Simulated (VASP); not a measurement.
Input of a VASP 6.6.1 run:

POSCAR

```
BN
1.0
    0.0000000000      1.8048254535      1.8739502684
    1.8048254535      0.0000000000      1.8739502684
    1.8048254535      1.8048254535      0.0000000000
B N
1 1
Direct
    0.0000000000      0.0000000000      0.0000000000
    0.2500000000      0.2500000000      0.2500000000
```

Contents of INCAR.step1:

```
SYSTEM = BN
PREC = Accurate
ENCUT = 520
ISMEAR = 0
SIGMA = 0.01
LREAL = .FALSE.
LASPH = .TRUE.
NELM = 60
NBANDS = 11
GGA = PE
ALGO = Normal
EDIFF = 1E-4
LWAVE = .TRUE.
LCHARG = .FALSE.
```

The input INCAR.step2:

```
SYSTEM = BN
PREC = Accurate
ENCUT = 520
EDIFF = 1E-7
ISMEAR = 0
SIGMA = 0.01
LREAL = .FALSE.
LASPH = .TRUE.
NELM = 60
ALGO = Normal
ISIF = 2
LWAVE = .FALSE.
LCHARG = .FALSE.
METAGGA = R2SCAN
LMIXTAU = .TRUE.
NBANDS = 11
ISTART = 1
```

Contents of KPOINTS:

```
regular mesh
0
G
  12 12 12
  0 0 0
```

Potentials or basis: VASP PAW PBE potentials, release 64 (B, N).

Run with:

```console
$ cat potpaw_PBE.64/B/POTCAR potpaw_PBE.64/N/POTCAR > POTCAR
$ cp INCAR.step1 INCAR
$ mpirun -np 1 vasp_std > vasp.out
$ cp INCAR.step2 INCAR
$ mpirun -np 1 vasp_std > vasp.out
```

(1) What does it give for the band gap on the k mesh?

(2) Predict the pressure.

Answers

(1) 4.60 eV, indirect (least direct gap 9.16 eV).

(2) -12.8 GPa.

Caveat: the cell differs from its parent crystal (uniaxial z strain +3.8%); the PAW data sets were made with another functional, which shifts forces and pressure a little.
